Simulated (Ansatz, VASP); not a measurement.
One calculation of GdO, two programs

```
Gd O
1.0
     0.00000    2.71788    2.71788
     2.71788    0.00000    2.71788
     2.71788    2.71788    0.00000
Gd O
1 1
Cartesian
  0.0000 0.0000 0.0000
  4.0768 4.0768 4.0768
```

Alike in both runs: task single point; functional r2SCAN; k mesh 9 × 9 × 9; occupations fermi-dirac, width 0.05 eV; collinear spin.

```csv
,VASP,Ansatz
version,VASP 6.6.1,Ansatz 0.2.0
potentials or method,"VASP PAW PBE potentials, release 64 (Gd, O)",Ansatz PAW
plane-wave cutoff (eV),520,500
valence electrons in the cell,24,24
```

```tsv
	VASP	Ansatz	Ansatz less VASP
gap on the k mesh at the Fermi level (eV)	none	none	-
pressure (GPa)	-4.4	-4.2	+0.15
net moment per atom (μB)	3.97	3.97	+0.001
size of the moment on the site where the two differ most (μB)	6.98	7.03	+0.050
```

VASP's potentials were made for PBE, not for r2SCAN. Site moments also hang on the region over which each program counts them. A gap of «none» marks a metal or a gap that the smearing closes.

Spin-orbit coupling is off throughout. Noted on Ansatz's run: the magnetic or orbital state may not be the lowest.
